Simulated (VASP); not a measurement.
Write the native input for VASP 6.6.1 that does the following.

```yaml
Task: single point
Functional: PBEsol
Potentials_or_basis: VASP PAW PBE potentials, release 64 (Zn, Se)
Cutoff: 520 eV
k_mesh: 6 × 6 × 6
Occupations: gaussian, width 0.05 eV
Spin: no spin polarisation
Dipole_correction: no
Further_INCAR_settings: ALGO = Normal; EDIFF = 1e-06; NBANDS = 60
```

The structure of ZnSe2 lies in POSCAR:

```
ZnSe2
1.0
    6.0678954695      0.0000000000      0.0000000000
    0.0000000000      6.0678954695      0.0000000000
    0.0000000000      0.0000000000      6.0678954695
Zn Se
4 8
Direct
    0.5000000000      0.5000000000      0.0000000000
    0.5000000000      0.0000000000      0.5000000000
    0.0000000000      0.5000000000      0.5000000000
    0.0000000000      0.0000000000      0.0000000000
    0.1099579274      0.8900420726      0.3900420726
    0.8900420726      0.3900420726      0.1099579274
    0.3900420726      0.1099579274      0.8900420726
    0.6099579274      0.6099579274      0.6099579274
    0.8900420726      0.1099579274      0.6099579274
    0.1099579274      0.6099579274      0.8900420726
    0.6099579274      0.8900420726      0.1099579274
    0.3900420726      0.3900420726      0.3900420726
```

This cell differs from its parent crystal: volume 18.618 Å^3 an atom, c/a of the conventional cell 1.0000.

One way to write it, as run:

INCAR

```
SYSTEM = ZnSe2
ALGO = Normal
EDIFF = 1E-6
ENCUT = 520
GGA = PS
ISIF = 2
ISMEAR = 0
LASPH = .True.
LCHARG = .True.
LELF = .True.
LREAL = .False.
LVHAR = .True.
LWAVE = .False.
NBANDS = 60
NELM = 80
PREC = Accurate
SIGMA = 0.05
```

KPOINTS

```
k-points
0
Gamma
  6 6 6
  0 0 0
```

Potentials or basis: VASP PAW PBE potentials, release 64 (Zn, Se).

Run with:

```console
$ cat potpaw_PBE.64/Zn/POTCAR potpaw_PBE.64/Se/POTCAR > POTCAR
$ mpirun -np 1 vasp_std > vasp.out
```

It gave:

```json
{
  "Pressure": "8.0 GPa",
  "Largest force": "0.534 eV/Å",
  "Band gap on the k mesh": "0.68 eV, direct"
}
```

Caveat: the PAW data sets were made with another functional, which shifts forces and pressure a little.

It took 6.5 min on 1 thread of Oxide Virtual Turin-like Processor, with other jobs on the host, peak memory 0.43 GiB.
